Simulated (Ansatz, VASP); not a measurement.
TePb in VASP and in Ansatz

File POSCAR:

```
TePb
1.0
    0.0000000000      3.2678555508      3.2678555508
    3.2678555508      0.0000000000      3.2678555508
    3.2678555508      3.2678555508      0.0000000000
Te Pb
1 1
Direct
    0.5000000000      0.5000000000      0.5000000000
    0.0000000000      0.0000000000      0.0000000000
```

File INCAR.step1:

```
SYSTEM = TePb
PREC = Accurate ; ENCUT = 520
EDIFF = 1E-5 ; ISMEAR = 0
SIGMA = 0.01 ; LREAL = .FALSE.
LASPH = .TRUE. ; NELM = 60
ALGO = Normal ; ISIF = 2
LWAVE = .TRUE. ; NBANDS = 17
GGA = PE
```

INCAR.step2

```
SYSTEM = TePb
PREC = Accurate ; ENCUT = 520
EDIFF = 1E-6 ; ISMEAR = 0
SIGMA = 0.01 ; LREAL = .FALSE.
LASPH = .TRUE. ; NELM = 60
ALGO = Normal ; ISIF = 2
LWAVE = .FALSE. ; LCHARG = .TRUE.
GGA = PE ; LHFCALC = .TRUE.
AEXX = 0.35 ; HFSCREEN = 0.5
PRECFOCK = Normal ; LELF = .TRUE.
LVHAR = .TRUE. ; NBANDS = 17
ISTART = 1
```

Contents of KPOINTS:

```
Automatic mesh
0
G
  4 4 4
  0 0 0
```

Input for Ansatz:

```yaml
crystal:
  lattice:
    - [0.0, 3.2678555508, 3.2678555508]
    - [3.2678555508, 0.0, 3.2678555508]
    - [3.2678555508, 3.2678555508, 0.0]
  atoms:
    - { symbol: Te, position: [0.5, 0.5, 0.5] }
    - { symbol: Pb, position: [0.0, 0.0, 0.0] }
kpoints:
  mp_grid: { grid: [4, 4, 4] }
hamiltonian:
  xc: { exchange: pbe, correlation: pbe, exx: { coeff: 0.35, omega: 0.5 } }
scf:
  occupations: { method: fixed }
  n_extra_bands: 4
output:
  forces: true
  stress: true
  eigenvalues: true
```

Alike in both runs: task single point; functional PBE-based screened hybrid with a share of 0.35 of exact exchange and HFSCREEN = 0.5; k mesh 4 × 4 × 4; no spin polarisation.

```csv
,VASP,Ansatz
version,VASP 6.6.1,Ansatz 0.2.0
potentials or method,"VASP PAW PBE potentials, release 64 (Te, Pb_d)",plane waves
plane-wave cutoff (eV),520,420
occupations,"gaussian, width 0.01 eV",fixed
valence electrons in the cell,20,30
```

```tsv
	VASP	Ansatz	Ansatz less VASP
gap on the k mesh at the Fermi level (eV)	0.95	1.00	+0.054
pressure (GPa)	-0.4	-0.2	+0.21
```

VASP's potentials were made for PBE, not for PBE-based screened hybrid. VASP's potentials hold 20 valence electrons a cell and Ansatz's 30, so a difference there can come from the potentials and not from the codes. Ansatz's warnings: stress exchange threshold loose, stress scf threshold loose.

Spin-orbit coupling is off throughout.
